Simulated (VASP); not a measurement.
Input of a VASP 6.6.1 run:

File INCAR:

```
SYSTEM = As
PREC = Accurate
ENCUT = 500
EDIFF = 1E-6
ISMEAR = 0
SIGMA = 0.1
LREAL = .FALSE.
LASPH = .TRUE.
NELM = 120
ALGO = Normal
ISIF = 2
LWAVE = .FALSE.
LCHARG = .FALSE.
GGA = PE
IVDW = 12
NBANDS = 18
GGA_COMPAT = .FALSE.
```

File KPOINTS:

```
Automatic mesh
0
G
  6 6 4
  0 0 0
```

Contents of POSCAR:

```
As
1.0
    1.8259429100     -5.6934005800      0.0000000000
    1.8259429100      5.6934005800      0.0000000000
    0.0000000000      0.0000000000      4.7398728700
As
4
Direct
    0.1045582800      0.8954417200      0.0735437500
    0.8954417200      0.1045582800      0.9264562500
    0.3954417200      0.6045582800      0.5735437500
    0.6045582800      0.3954417200      0.4264562500
```

Potentials or basis: VASP PAW PBE potentials, release 64 (As).

Command:

```sh
$ cat potpaw_PBE.64/As/POTCAR > POTCAR
$ mpirun -np 1 vasp_std > vasp.out
```

**Question.** Estimate the band gap on the k mesh.

**Answer.** 0.00 eV, direct.

**Question.** What does it give for the pressure?

**Answer.** -0.4 GPa.

Forces in eV/Å, atoms in the order of the input:
```
As   0.000 -0.237 -0.295
As   0.000  0.237  0.295
As   0.000  0.237 -0.295
As   0.000 -0.237  0.295
```

A k mesh can miss the band edges.
